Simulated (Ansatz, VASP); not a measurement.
C in VASP and in Ansatz

```
C
1.0
     0.00000    2.10889    3.29453
     1.21837    0.00000    3.29453
     1.21837    2.10889    0.00000
C
2
Direct
  0.20195 0.79805 0.20195
  0.79805 0.20195 0.79805
```

Alike in both runs: task single point; functional PBEsol; dispersion D3(BJ); k mesh 16 × 16 × 16; occupations gaussian, width 0.03 eV; no spin polarisation.

```csv
,VASP,Ansatz
version,VASP 6.6.1,Ansatz 0.2.0
potentials or method,"VASP PAW PBE potentials, release 64 (C), cutoff 520 eV","scalar-relativistic, plane waves, PAW"
valence electrons in the cell,8,8
```

|  | VASP | Ansatz | Ansatz less VASP |
| --- | --- | --- | --- |
| gap on the k mesh at the Fermi level (eV) | none | none | - |
| rms of the force components (eV/Å) | 5.055 | 5.057 | +0.0023 |

VASP's potentials were made for PBE, not for PBEsol, and Ansatz warns of the same on its side. Atom by atom the forces differ by 0.002 eV/Å (rms over components). A gap of «none» marks a metal or a gap that the smearing closes.
